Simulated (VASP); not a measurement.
The system is Li4SiN.

```xyz
6
Lattice="4.1959 0.0000 0.0000 -2.0979 3.6337 0.0000 0.0000 0.0000 4.9854" Properties=species:S:1:pos:R:3 pbc="T T T"
Li   -1.0005    3.0001    0.0000
Li    0.0000    1.2672    0.0000
Li    1.0005    3.0001    0.0000
Li    0.0000    0.0000    2.4927
Si    0.0000    2.4225    2.4927
N     2.0979    1.2112    0.0000
```

The cell was generated, and may not be a known phase.

* Program: VASP 6.6.1
* Task: relaxation of cell and atoms
* Functional: PBE
* Potentials or basis: VASP PAW PBE potentials, release 64 (Li_sv, Si, N)
* Cutoff: 600 eV
* k mesh: 6 × 6 × 4
* Occupations: gaussian, width 0.1 eV
* Spin: no spin polarisation

At the start: pressure 5.1 GPa; volume 12.67 Å³/atom.

Q: Where does the relaxation end?

A: Over 7 steps the energy falls by 41.2 meV/atom and the volume is 14.05 Å³/atom (+10.9 %); space group P-6m2 (No. 187, to 0.1 Å) before and after.

The path:
| step | energy change (eV) | largest force (eV/Å) | pressure (GPa) | volume (Å³) |
| --- | --- | --- | --- | --- |
| 1 | 0.0000 | 0.4708 | 5.10 | 76.01 |
| 2 | -0.1872 | 0.0114 | 1.92 | 80.50 |
| 3 | -0.2255 | 0.3752 | -0.39 | 84.86 |
| 4 | -0.2275 | 0.3139 | -0.04 | 84.12 |
| 5 | -0.2428 | 0.1091 | -0.23 | 84.49 |
| 6 | -0.2460 | 0.0293 | -0.34 | 84.74 |
| 7 | -0.2474 | 0.0148 | -0.17 | 84.28 |

Final structure:
```
Li Si N
1.0
     4.46583    0.00000    0.00000
    -2.23292    3.86753    0.00000
     0.00000    0.00000    4.87949
Li Si N
4 1 1
Direct
  0.17217 0.82783 0.00000
  0.17217 0.34434 0.00000
  0.65566 0.82783 0.00000
  0.00000 0.00000 0.50000
  0.33333 0.66667 0.50000
  0.66667 0.33333 0.00000
```

Caveat: the cutoff is under 1.25 times the usual one of these potentials, so pressure, stress and relaxed cells hold a basis-set (Pulay) error.
